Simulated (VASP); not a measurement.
Input of a VASP 6.6.1 run:

Contents of INCAR:

```
SYSTEM = Sn
PREC = Accurate
ENCUT = 520
EDIFF = 1E-6
ISMEAR = 1
SIGMA = 0.1
LREAL = .FALSE.
LASPH = .TRUE.
NELM = 100
ALGO = Normal
ISIF = 2
LWAVE = .FALSE.
LCHARG = .FALSE.
GGA = PE
NBANDS = 21
```

Contents of KPOINTS:

```
regular mesh
0
G
  9 9 9
  0 0 0
```

The input POSCAR:

```
Sn
1.0
    0.0000000000      3.2333428000      3.2333428000
    3.2333428000      0.0000000000      3.2333428000
    3.2333428000      3.2333428000      0.0000000000
Sn
2
Direct
    0.0000000000      0.0000000000      0.0000000000
    0.2500000000      0.2500000000      0.2500000000
```

Potentials or basis: VASP PAW PBE potentials, release 64 (Sn_d).

Run with:

```console
$ cat potpaw_PBE.64/Sn_d/POTCAR > POTCAR
$ mpirun -np 1 vasp_std > vasp.out
```

Estimate the pressure.

3.7 GPa.

Predict the band gap on the k mesh.

zero (band 14 reaches 5.84 eV, above the bottom of band 15 at 5.79 eV).

Caveat: spin-orbit coupling is left out, which moves the levels of the heavy elements.
